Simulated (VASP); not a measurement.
## In2Te2O: relaxation of cell and atoms with PBE

Crystal: In2Te2O.

```
In Te O
1.0
     4.39468    0.02466   -0.02038
    -2.17598    3.90776   -0.02611
    -0.09646   -0.19837   20.92979
In Te O
4 4 2
Direct
  0.99942 0.96740 0.40721
  0.00621 0.98509 0.91028
  0.02577 0.01331 0.08966
  0.99922 0.99004 0.59475
  0.33353 0.68446 0.15960
  0.28191 0.64248 0.65629
  0.64362 0.33179 0.33931
  0.67422 0.34068 0.84728
  0.03055 0.05132 0.99992
  0.00554 0.99343 0.49570
```

| Item | Value |
| --- | --- |
| Program | VASP 6.6.1 |
| Task | relaxation of cell and atoms |
| Functional | PBE |
| Potentials or basis | VASP PAW PBE potentials, release 64 (In_d, Te, O) |
| Cutoff | 600 eV |
| k mesh | 3 × 3 × 1 |
| Occupations | gaussian, width 0.1 eV |
| Spin | no spin polarisation |
| Dipole correction | no |
| Further INCAR settings | ALGO = Normal; EDIFF = 1e-07; IBRION = 2; EDIFFG = -0.025; NSW = 80; ISIF = 3 |

```
Relaxed volume                        : 34.73 Å³/atom
Relaxed cell                          : a = 4.482 Å, b = 4.474 Å, c = 20.060 Å, α = 89.57°, β = 90.03°, γ = 120.31°
Space group after relaxing (to 0.1 Å) : P1 (No. 1)
Energy gained by relaxing             : 83.2 meV/atom
Ionic steps                           : 46
Pressure after relaxing               : 0.0 GPa
Largest force after relaxing          : 0.024 eV/Å
Band gap on the k mesh                : 1.02 eV
```

Forces in eV/Å, atoms in the order of the input:
```
In   0.015  0.008  0.001
In  -0.012  0.002 -0.003
In  -0.002  0.013  0.010
In  -0.008  0.010  0.006
Te   0.003 -0.008 -0.003
Te   0.013 -0.010 -0.001
Te   0.005  0.007  0.001
Te   0.005 -0.002 -0.014
O    0.004 -0.013  0.005
O   -0.022 -0.007 -0.003
```

Step by step:
```csv
step,energy change (eV),largest force (eV/Å),pressure (GPa),volume (Å³)
1,0.0000,4.3712,1.31,360.52
3,-0.4616,0.8481,-0.52,366.12
5,-0.5881,0.6422,-0.02,362.17
7,-0.6572,1.1898,0.17,360.88
9,-0.7056,0.3721,-0.10,363.02
11,-0.7098,0.5676,0.11,362.40
13,-0.7171,0.1607,0.00,362.72
15,-0.7215,0.1407,-0.08,362.77
17,-0.7243,0.2301,-0.13,362.48
19,-0.7362,0.2134,-0.02,360.12
21,-0.7385,0.2671,0.03,358.66
23,-0.7492,0.4610,0.14,357.09
25,-0.7699,0.2921,-0.10,356.72
27,-0.7742,0.2669,-0.26,356.52
29,-0.7884,0.3921,0.05,352.48
31,-0.8005,0.2262,0.23,349.53
33,-0.8122,0.1992,-0.10,350.76
35,-0.8156,0.1589,-0.03,350.20
37,-0.8219,0.1190,0.08,348.30
39,-0.8244,0.1287,-0.06,348.70
41,-0.8277,0.0915,-0.04,348.23
43,-0.8305,0.1324,0.05,347.07
45,-0.8314,0.0369,0.00,347.19
46,-0.8317,0.0237,0.00,347.26
```

Final structure:
```cif
data_structure
_symmetry_space_group_name_H-M 'P 1'
_symmetry_Int_Tables_number 1
_cell_length_a 4.4824
_cell_length_b 4.4738
_cell_length_c 20.0599
_cell_angle_alpha 89.572
_cell_angle_beta 90.032
_cell_angle_gamma 120.313
_cell_volume 347.26
loop_
_atom_site_label
_atom_site_type_symbol
_atom_site_fract_x
_atom_site_fract_y
_atom_site_fract_z
_atom_site_occupancy
In1 In 0.95528 0.96503 0.40439 1
In2 In 0.99330 0.96624 0.90699 1
In3 In 0.00202 0.98494 0.09571 1
In4 In 0.94430 0.96441 0.59312 1
Te1 Te 0.33682 0.65827 0.16002 1
Te2 Te 0.28570 0.63564 0.65762 1
Te3 Te 0.63253 0.30573 0.34004 1
Te4 Te 0.66464 0.31080 0.84265 1
O1 O 0.06532 0.14472 0.00051 1
O2 O 0.12009 0.06421 0.49894 1
```

Levels at points of the mesh, in eV from the valence-band top:
```csv
k point,band 42,band 43,band 44,band 45,band 46,band 47
"(0.00, 0.00, 0.00)",-0.05,-0.01,0.00,1.02,1.44,1.88
```

It took 52 min on 1 thread of Intel(R) Xeon(R) 6975P-C (Granite Rapids) (shared host), peak memory 0.61 GiB.

Caveat: the k points lie up to 0.54 Å⁻¹ apart in the final cell; spin-orbit coupling is left out, which moves the levels of the heavy elements.
